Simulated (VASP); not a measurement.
The system is Si2C3.

```
Si C
1.0
     2.81116    0.00000    0.00000
    -1.40558    2.43454    0.00000
     0.00000    0.00000    8.92670
Si C
2 3
Cartesian
  0.0000 0.0000 7.5488
  0.0000 0.0000 1.3779
  0.0000 0.0000 3.1869
  0.0000 0.0000 4.4634
  0.0000 0.0000 5.7398
```

```yaml
Program: VASP 6.6.1
Task: relaxation of cell and atoms
Functional: PBE
Potentials_or_basis: VASP PAW PBE potentials, release 64 (Si, C)
Cutoff: 600 eV
k_mesh: 18 × 18 × 4
Occupations: gaussian, width 0.1 eV
Spin: no spin polarisation
```

At the start: pressure -0.3 GPa; volume 12.22 Å³/atom.

**Question.** Where does the relaxation end?

**Answer.** Over 18 steps the energy falls by 5.9 meV/atom and the volume is 11.86 Å³/atom (-3.0 %); space group P6/mmm (No. 191, to 0.1 Å) before and after.

Step by step:
```
step  energy change (eV)  largest force (eV/Å)  pressure (GPa)  volume (Å³)
   1              0.0000                0.2988           -0.26        61.09
   2             -0.0038                0.5940           -0.01        60.92
   3             -0.0039                0.4815           -0.06        60.95
   4             -0.0064                0.4185           -0.32        60.90
   5             -0.0117                0.2308           -1.08        60.74
   6             -0.0121                0.2581           -2.55        60.43
   7             -0.0136                0.1551           -1.86        60.57
   8             -0.0162                0.1488           -1.73        60.45
   9             -0.0226                0.1378           -1.31        60.07
  10             -0.0284                0.1514           -0.50        59.31
  11             -0.0285                0.1582           -0.43        59.24
  12             -0.0293                0.0858           -0.22        59.25
  13             -0.0296                0.0240            0.01        59.26
  14             -0.0296                0.0209            0.03        59.27
  15             -0.0296                0.0081            0.00        59.27
  16             -0.0296                0.0218           -0.05        59.28
  17             -0.0296                0.0183           -0.04        59.28
  18             -0.0296                0.0076           -0.01        59.28
```

Final structure:
```
Si C
1.0
     2.80629    0.00000    0.00000
    -1.40314    2.43032    0.00000
     0.00000    0.00000    8.69159
Si C
2 3
Direct
  0.00000 0.00000 0.85490
  0.00000 0.00000 0.14510
  0.00000 0.00000 0.35319
  0.00000 0.00000 0.50000
  0.00000 0.00000 0.64681
```
